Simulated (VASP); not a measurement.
# MgO (Fm-3m) in VASP: settings compared, part 2 of 2

VASP 6.6.1. Earlier steps stand in the parts before.

## 3. Relaxation of cell and atoms, PBE

This run uses another cell than the first one, of 9.22 Å³/atom, 0.958 times its volume.

Input file INCAR:

```
PREC = Accurate
ENCUT = 600
EDIFF = 1E-6
ISMEAR = -1
SIGMA = 0.05
LREAL = False
LASPH = True
NELM = 100
ALGO = Normal
ISIF = 3
LWAVE = False
LCHARG = False
GGA = PE
IBRION = 2
NSW = 80
EDIFFG = -0.005
```

Input file KPOINTS:

```
Automatic mesh
0
Gamma
  11 11 11
```

Input file POSCAR:

```
MgO
1.0
    0.0000000000      2.0970013927      2.0970013927
    2.0970013927      0.0000000000      2.0970013927
    2.0970013927      2.0970013927      0.0000000000
Mg O
1 1
Direct
    0.0000000000      0.0000000000      0.0000000000
    0.5000000000      0.5000000000      0.5000000000
```

Potentials or basis: VASP PAW PBE potentials, release 64 (Mg, O).

Started as:

```
$ cat potpaw_PBE.64/Mg/POTCAR potpaw_PBE.64/O/POTCAR > POTCAR
$ mpirun -np 1 vasp_std > vasp.out
```

OUTCAR:

```text
PREC = Accurate
   ENCUT = 600
   EDIFF = 1E-6
   ISMEAR = -1
   LREAL = False
   LASPH = True
   NELM = 100
   ISIF = 3
   GGA = PE
   IBRION = 2
   NSW = 80
   EDIFFG = -0.005

 ion  position               nearest neighbor table
   1  0.000  0.000  0.000-   2 2.10   2 2.10   2 2.10   2 2.10   2 2.10   2 2.10
   2  0.500  0.500  0.500-   1 2.10   1 2.10   1 2.10   1 2.10   1 2.10   1 2.10

  LATTYP: Found a face centered cubic cell.
 ALAT       =     4.1940027854

  Lattice vectors:

 A1 = (   0.0000000000,   2.0970013927,   2.0970013927)
 A2 = (   2.0970013927,   0.0000000000,   2.0970013927)
 A3 = (   2.0970013927,   2.0970013927,   0.0000000000)

Analysis of symmetry for initial positions (statically):
=====================================================================
 Subroutine PRICEL returns:
 Original cell was already a primitive cell.

 Routine SETGRP: Setting up the symmetry group for a
 face centered cubic supercell.

 Subroutine GETGRP returns: Found 48 space group operations
 (whereof 48 operations were pure point group operations)
 out of a pool of 48 trial point group operations.

The static configuration has the point symmetry O_h .

[... 169 lines left out ...]
  in kB       58.9990451     58.9990451     58.9990451      0.0000000     -0.0000000      0.0000000
  external PRESSURE =      58.9990451 kB  Pullay stress =       0.0000000 kB
[... 59 lines left out ...]
--------------------------------------- Ionic step        3  -------------------------------------------

 number of electron       8.0000004 magnetization

 Free energy of the ion-electron system (eV)
  ---------------------------------------------------
  ext. energy  EPLUGINS =         0.00000000
  ---------------------------------------------------
  free energy    TOTEN  =       -11.91337039 eV

  energy without entropy =      -11.91337039  energy(sigma->0) =      -11.91337039

 E-fermi :   3.9810     XC(G=0): -10.9678

 val. band max:        3.0112586624   @ k =   0.0000   0.0000   0.0000
 cond. band min:       7.5139388455   @ k =   0.0000   0.0000   0.0000
 fundamental gap:      4.5026801831
 Fermi energy:         3.9810455330

 k-point     1 :       0.0000    0.0000    0.0000
  band No.  band energies     occupation
      1     -14.1330      2.00000
      2       3.0113      2.00000
      3       3.0113      2.00000
      4       3.0113      2.00000
      5       7.5139      0.00000
      6      18.6801      0.00000
      7      18.6801      0.00000
      8      18.6801      0.00000
[... 243 lines left out ...]
 k-point    24 :      -0.1818    0.1818    0.0000
  band No.  band energies     occupation
      1     -13.3840      2.00000
      2       0.2033      2.00000
      3       1.9307      2.00000
      4       2.6557      2.00000
      5      10.8199      0.00000
      6      14.9381      0.00000
      7      18.2279      0.00000
      8      20.7141      0.00000

 [... further k-points ...]

------------------------ aborting loop because EDIFF is reached ----------------------------------------

  FORCE on cell =-STRESS in cart. coord.  units (eV):
  Direction    XX          YY          ZZ          XY          YZ          ZX
  --------------------------------------------------------------------------------------
  -------------------------------------------------------------------------------------
  Total       -0.0002118     -0.0002118     -0.0002118     -0.0000000      0.0000000     -0.0000000
  in kB       -0.0177452     -0.0177452     -0.0177452     -0.0000000      0.0000000     -0.0000000
  external PRESSURE =      -0.0177452 kB  Pullay stress =       0.0000000 kB
[... 17 lines left out ...]
  FREE ENERGIE OF THE ION-ELECTRON SYSTEM (eV)
  ---------------------------------------------------
  free  energy   TOTEN  =       -11.9133703868 eV

  energy  without entropy=      -11.9133703868  energy(sigma->0) =      -11.91337039

 reached required accuracy - stopping structural energy minimisation
```

CONTCAR:

```text
MgO
   1.00000000000000
     0.0000000000000000    2.1225619160411959    2.1225619160411959
     2.1225619160411959   -0.0000000000000000    2.1225619160411959
     2.1225619160411959    2.1225619160411959    0.0000000000000000
  Mg              O
     1     1
Direct
     0.0000000000000000    0.0000000000000000    0.0000000000000000
     0.5000000000000000    0.5000000000000000    0.5000000000000000

  0.00000000E+00  0.00000000E+00  0.00000000E+00
  0.00000000E+00  0.00000000E+00  0.00000000E+00
```

Wall time 11 s (1 thread of Intel Xeon 6975P-C, shared host); peak memory 0.15 GiB.

What came out:

```yaml
Free_energy: -11.9134 eV
Relaxed_volume: 9.56 Å³/atom
Relaxed_cell: a = 3.002 Å, b = 3.002 Å, c = 3.002 Å, α = 60.00°, β = 60.00°, γ = 60.00°
Space_group_after_relaxing_to_0.05_Å: Fm-3m (No. 225)
Energy_gained_by_relaxing: 6.1 meV/atom
Ionic_steps: 3
Pressure_after_relaxing: 0.0 GPa
Band_gap_on_the_k_mesh: 4.50 eV, direct
```

The path:
```csv
step,energy change (eV),largest force (eV/Å),pressure (GPa),volume (Å³)
1,0.0000,0.0000,5.90,18.44
2,-0.0108,0.0000,-1.82,19.36
3,-0.0122,0.0000,0.00,19.13
```

Final structure:
```
Mg O
1.0
     0.00000    2.12256    2.12256
     2.12256    0.00000    2.12256
     2.12256    2.12256    0.00000
Mg O
1 1
Direct
  0.00000 0.00000 0.00000
  0.50000 0.50000 0.50000
```

Levels at points of the mesh, in eV from the valence-band top:
| k point | band 1 | band 2 | band 3 | band 4 | band 5 | band 6 | band 7 | band 8 |
| --- | --- | --- | --- | --- | --- | --- | --- | --- |
| (0.00, 0.00, 0.00) | -17.14 | 0.00 | 0.00 | 0.00 | 4.50 | 15.67 | 15.67 | 15.67 |

As with any semilocal functional, this PBE gap is likely too small.

## 4. Relaxation of cell and atoms, PBEsol+D3(BJ)

This run uses another cell than the first one, of 9.22 Å³/atom, 0.958 times its volume.

Input file INCAR:

```
  ALGO = Normal
  EDIFF = 1E-6
  EDIFFG = -0.01
  ENCUT = 600
  GGA = PS
  IBRION = 2
  ISIF = 3
  ISMEAR = -1
  IVDW = 12
  LASPH = True
  LCHARG = False
  LREAL = False
  LWAVE = False
  NELM = 100
  NSW = 80
  PREC = Accurate
  SIGMA = 0.05
```

Input file KPOINTS:

```
k-points
0
Gamma
  11 11 11
```

POSCAR is that of step 3.

Started as:

```
$ cat potpaw_PBE.64/Mg/POTCAR potpaw_PBE.64/O/POTCAR > POTCAR
$ mpirun -np 1 vasp_std > vasp.out
```

Wall time 10 s (1 thread of Intel Xeon 6975P-C, shared host); peak memory 0.16 GiB.

It converged, with:

- Free energy: -13.0225 eV
- Relaxed volume: 9.06 Å³/atom
- Relaxed cell: a = 2.948 Å, b = 2.948 Å, c = 2.948 Å, α = 60.00°, β = 60.00°, γ = 60.00°
- Space group after relaxing (to 0.05 Å): Fm-3m (No. 225)
- Energy gained by relaxing: 1.4 meV/atom
- Ionic steps: 3
- Pressure after relaxing: 0.0 GPa
- Band gap on the k mesh: 4.93 eV, direct
- Dispersion energy per atom: -0.257 eV

The path:
```
step  energy change (eV)  largest force (eV/Å)  pressure (GPa)  volume (Å³)
   1              0.0000                0.0000           -2.87        18.44
   2             -0.0025                0.0000            1.14        18.01
   3             -0.0029                0.0000            0.00        18.12
```

Final structure:
```xyz
2
Lattice="0.0000 2.0849 2.0849 2.0849 0.0000 2.0849 2.0849 2.0849 0.0000" Properties=species:S:1:pos:R:3 pbc="T T T"
Mg    0.0000    0.0000    0.0000
O     2.0849    2.0849    2.0849
```

Levels at points of the mesh, in eV from the valence-band top:
| k point | band 2 | band 3 | band 4 | band 5 | band 6 | band 7 |
| --- | --- | --- | --- | --- | --- | --- |
| (0.00, 0.00, 0.00) | 0.00 | 0.00 | 0.00 | 4.93 | 15.80 | 15.80 |

Caveat: the PAW data sets were made with another functional, which shifts forces and pressure a little. PBEsol gaps usually lie below the measured ones, often by a third to a half.

## 5. The runs side by side

```csv
task,level,cell,cutoff (eV),gap on the mesh (eV),pressure (GPa),relaxed volume (Å³/atom)
single point,PBE,"a = 3.008 Å, angles 60.0°, 2 atoms",520,4.44,-0.8,-
relaxation of cell and atoms,PBE,"relaxed from a = 2.966 Å, angles 60.0°, 2 atoms",600,4.50,0.0,9.56
relaxation of cell and atoms,PBEsol+D3(BJ),"relaxed from a = 2.966 Å, angles 60.0°, 2 atoms",600,4.93,0.0,9.06
```

Alike in all rows: potentials or basis VASP PAW PBE potentials, release 64 (Mg, O); no spin polarisation; k mesh 11 × 11 × 11; smearing fermi-dirac 0.05 eV.

Caveats: the PAW data sets were made with another functional, which shifts forces and pressure a little (some runs).

Absolute energies hang on the potentials; compare differences alone.
